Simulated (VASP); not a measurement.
BN: single point with PBE

The system is BN.

```xyz
4
Lattice="2.4518 0.0000 0.0000 -1.2259 2.1233 0.0000 0.0000 0.0000 4.3959" Properties=species:S:1:pos:R:3 pbc="T T T"
B     1.2259    0.7078    4.3947
B     0.0000    1.4155    2.1968
N     1.2259    0.7078    2.7487
N     0.0000    1.4155    0.5507
```

This cell differs from its parent crystal: strain -0.040 along x and y, +0.040 along z.

```yaml
Program: VASP 6.6.1
Task: single point
Functional: PBE
Potentials_or_basis: VASP PAW PBE potentials, release 64 (B, N)
Cutoff: 520 eV
k_mesh: 12 × 12 × 6
Occupations: gaussian, width 0.05 eV
Spin: no spin polarisation
```

```yaml
Pressure: 20.4 GPa
Largest_force: 0.038 eV/Å
Band_gap_on_the_k_mesh: 4.80 eV, indirect (least direct gap 6.09 eV)
```

Forces in eV/Å, atoms in the order of the input:
```
B    0.000  0.000  0.038
B    0.000  0.000  0.038
N    0.000  0.000 -0.038
N    0.000  0.000 -0.038
```

Stress tensor (GPa, compression positive):
```
 47.63   0.00   0.00
  0.00  47.63   0.00
  0.00   0.00 -33.95
```

Levels at points of the mesh, in eV from the valence-band top:
```
           k point  band 6  band 7  band 8  band 9  band 10  band 11
(0.00, 0.00, 0.00)   -0.79    0.00    0.00    6.09     9.23     9.23
(0.50, 0.00, 0.00)   -4.77   -4.50   -2.51    7.35     7.52    11.08
(0.00, 0.00, 0.50)   -0.89   -0.89   -0.89   10.43    10.43    10.57
(0.50, 0.00, 0.50)   -4.12   -3.78   -3.78    6.15     6.15    10.05
```

Run time: 16 s on 1 thread of Intel(R) Xeon(R) Platinum 8488C (Sapphire Rapids) (shared host), peak memory 0.14 GiB.

Caveat: the cell differs from its parent crystal (strain -0.040 along x and y, +0.040 along z). A k mesh can miss the band edges.
